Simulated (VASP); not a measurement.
# Ga3Sb (I4/mmm) in VASP: further runs, part 2 of 2

VASP 6.6.1. Earlier steps stand in the parts before.

### 3 Single point, PBE+D3(BJ) (21.49 Å³/atom)

This run uses another cell than the first one, of 21.49 Å³/atom.

Input file INCAR:

```
SYSTEM = Ga3Sb
PREC = Accurate ; ENCUT = 520
EDIFF = 1E-6 ; ISMEAR = 0
SIGMA = 0.1 ; LREAL = .FALSE.
LASPH = .TRUE. ; NELM = 100
ALGO = Fast ; ISIF = 2
LWAVE = .FALSE. ; LCHARG = .FALSE.
GGA = PE ; IVDW = 12
NBANDS = 30
```

Input file KPOINTS:

```
Automatic mesh
0
G
  14 14 14
  0 0 0
```

Input file POSCAR:

```
Ga3Sb
1.0
   -2.2686928848      2.2686928848      4.1761278654
    2.2686928848     -2.2686928848      4.1761278654
    2.2686928848      2.2686928848     -4.1761278654
Ga Sb
3 1
Direct
    0.7500000000      0.2500000000      0.5000000000
    0.2500000000      0.7500000000      0.5000000000
    0.5000000000      0.5000000000      0.0000000000
    0.0000000000      0.0000000000      0.0000000000
```

Potentials or basis: VASP PAW PBE potentials, release 64 (Ga_d, Sb).

Run with:

```bash
cat potpaw_PBE.64/Ga_d/POTCAR potpaw_PBE.64/Sb/POTCAR > POTCAR
mpirun -np 1 vasp_std > vasp.out
```

OUTCAR:

```text
SYSTEM = Ga3Sb
   PREC = Accurate
   ENCUT = 520
   EDIFF = 1E-6
   ISMEAR = 0
   LREAL = .FALSE.
   LASPH = .TRUE.
   NELM = 100
   ISIF = 2
   GGA = PE
   IVDW = 12
 IVDW          = 12

 ion  position               nearest neighbor table
   1  0.750  0.250  0.500-   4 3.08   4 3.08   4 3.08   4 3.08
   2  0.250  0.750  0.500-   4 3.08   4 3.08   4 3.08   4 3.08
   3  0.500  0.500  0.000-   4 3.21   4 3.21   4 3.21   4 3.21
   4  0.000  0.000  0.000-   1 3.08   2 3.08   1 3.08   2 3.08   1 3.08   2 3.08   1 3.08   2 3.08
                             3 3.21   3 3.21   3 3.21   3 3.21

  LATTYP: Found a body centered tetragonal cell.
 ALAT       =     4.5373857696
 C/A-ratio  =     1.8407638572

  Lattice vectors:

 A1 = (  -2.2686928848,   2.2686928848,   4.1761278654)
 A2 = (   2.2686928848,  -2.2686928848,   4.1761278654)
 A3 = (   2.2686928848,   2.2686928848,  -4.1761278654)

Analysis of symmetry for initial positions (statically):
=====================================================================
 Subroutine PRICEL returns:
 Original cell was already a primitive cell.

 Routine SETGRP: Setting up the symmetry group for a
 body centered tetragonal supercell.

 Subroutine GETGRP returns: Found 16 space group operations
 (whereof 16 operations were pure point group operations)
 out of a pool of 16 trial point group operations.

The static configuration has the point symmetry D_4h.

Analysis of symmetry for dynamics (positions and initial velocities):
=====================================================================
 Subroutine PRICEL returns:
 Original cell was already a primitive cell.

 Routine SETGRP: Setting up the symmetry group for a
 body centered tetragonal supercell.

 Subroutine GETGRP returns: Found 16 space group operations
 (whereof 16 operations were pure point group operations)
 out of a pool of 16 trial point group operations.

The dynamic configuration has the point symmetry D_4h.

 Subroutine INISYM returns: Found 16 space group operations
[... 122 lines left out ...]
  volume/ion in A,a.u.               =      21.49       145.05
  Fermi-wavevector in a.u.,A,eV,Ry     =   1.309475  2.474550 23.330259  1.714726
  Thomas-Fermi vector in A             =   2.440072
   LORBIT       =      0    0 simple, 1 ext, 2 COOP (PROOUT), +10 PAW based schemes
   GGA     = PE    functional components
   LHFCALC =     F    Hartree Fock is set to
   AEXX    =    0.0000 exact exchange contribution
   IVDW    =    12    specifies the selected vdW correction
   LEPSILON=     F    determine dielectric tensor
   LRPA    =     F    only Hartree local field effects (RPA)
 non-spin polarized calculation
 RMM-DIIS sequential band-by-band and
 Gauss-broadening in eV      SIGMA  =   0.10
  energy-cutoff  :      520.00
  volume of cell :       85.98
 maximum number of plane-waves:      2336
   NGX = 19   NGY = 19   NGZ = 19

 number of electron      43.9999971 magnetization

 Free energy of the ion-electron system (eV)
  ---------------------------------------------------
  ext. energy  EPLUGINS =         0.00000000
  ---------------------------------------------------
  free energy    TOTEN  =       -12.58356205 eV

  energy without entropy =      -12.57778536  energy(sigma->0) =      -12.58067371

 E-fermi :   6.2916     XC(G=0): -10.6160

 val. band max:        6.2871571534   @ k =  -0.0714  -0.2143   0.0714
 cond. band min:       6.3029122787   @ k =  -0.2857   0.3571   0.2857
 fundamental gap:      0.0157551254
 Fermi energy:         6.2915712911

 k-point     1 :       0.0000    0.0000    0.0000
  band No.  band energies     occupation
      1      -8.6842      2.00000
      2      -8.6556      2.00000
      3      -8.6324      2.00000
      4      -8.6261      2.00000
      5      -8.6261      2.00000
      6      -8.6036      2.00000
[... 781 lines left out ...]
     29      11.7149      0.00000
     30      13.6755      0.00000

 [... further k-points ...]

------------------------ aborting loop because EDIFF is reached ----------------------------------------

 Edisp (eV)   -1.38534

 E8    (eV) :    -0.6432

  FORCE on cell =-STRESS in cart. coord.  units (eV):
  Direction    XX          YY          ZZ          XY          YZ          ZX
  --------------------------------------------------------------------------------------
  -------------------------------------------------------------------------------------
  Total      -0.79226    -0.79226    -0.75193     0.00000     0.00000     0.00000
  in kB     -14.76357   -14.76357   -14.01212     0.00000     0.00000     0.00000
  external pressure =      -14.51 kB  Pullay stress =        0.00 kB

 VOLUME and BASIS-vectors are now :
 -----------------------------------------------------------------------------
  energy-cutoff  :      520.00
  volume of cell :       85.98
      direct lattice vectors                 reciprocal lattice vectors
    -2.268692885  2.268692885  4.176127865     0.000000000  0.220391223  0.119728135
     2.268692885 -2.268692885  4.176127865     0.220391223  0.000000000  0.119728135
     2.268692885  2.268692885 -4.176127865     0.220391223  0.220391223  0.000000000

 POSITION                                       TOTAL-FORCE (eV/Angst)
 -----------------------------------------------------------------------------------
      0.00000      2.26869      2.08806        -0.000000     -0.000000      0.000000
      2.26869      0.00000      2.08806        -0.000000      0.000000      0.000000
      0.00000      0.00000      4.17613         0.000000     -0.000000     -0.000000
      0.00000      0.00000      0.00000         0.000000     -0.000000     -0.000000
 -----------------------------------------------------------------------------------
    total drift:                               -0.000000     -0.000000      0.000000

  FREE ENERGIE OF THE ION-ELECTRON SYSTEM (eV)
  ---------------------------------------------------
  free  energy   TOTEN  =       -13.9689033852 eV

  energy  without entropy=      -13.9631266963  energy(sigma->0) =      -13.96601504
```

stdout:

```text
POSCAR found type information on POSCAR GaSb
 POSCAR found :  2 types and       4 ions
 scaLAPACK will be used
 LDA part: xc-table for (Slater+PW92), standard interpolation
 POSCAR, INCAR and KPOINTS ok, starting setup
 FFT: planning ... GRIDC
 FFT: planning ... GRID_SOFT
 FFT: planning ... GRID
 WAVECAR not read
 entering main loop
WARNING in EDDRMM: call to ZHEGV failed, returncode =   6  3     29
WARNING in EDDRMM: call to ZHEGV failed, returncode =   8  4     28
WARNING in EDDRMM: call to ZHEGV failed, returncode =   6  3     27
WARNING in EDDRMM: call to ZHEGV failed, returncode =   8  4     28
WARNING in EDDRMM: call to ZHEGV failed, returncode =   8  4     27
WARNING in EDDRMM: call to ZHEGV failed, returncode =   8  4     28
```

It took 14 min on 1 thread of Oxide Virtual Turin-like, shared host; peak memory 0.6 GiB.

What came out:

```
Free energy                : -13.9689 eV
Pressure                   : -1.5 GPa
Band gap on the k mesh     : zero (bands 22 and 23 overlap by 4.44 eV)
Dispersion energy per atom : -0.346 eV
```

Caveat: spin-orbit coupling is left out, which moves the levels of the heavy elements.
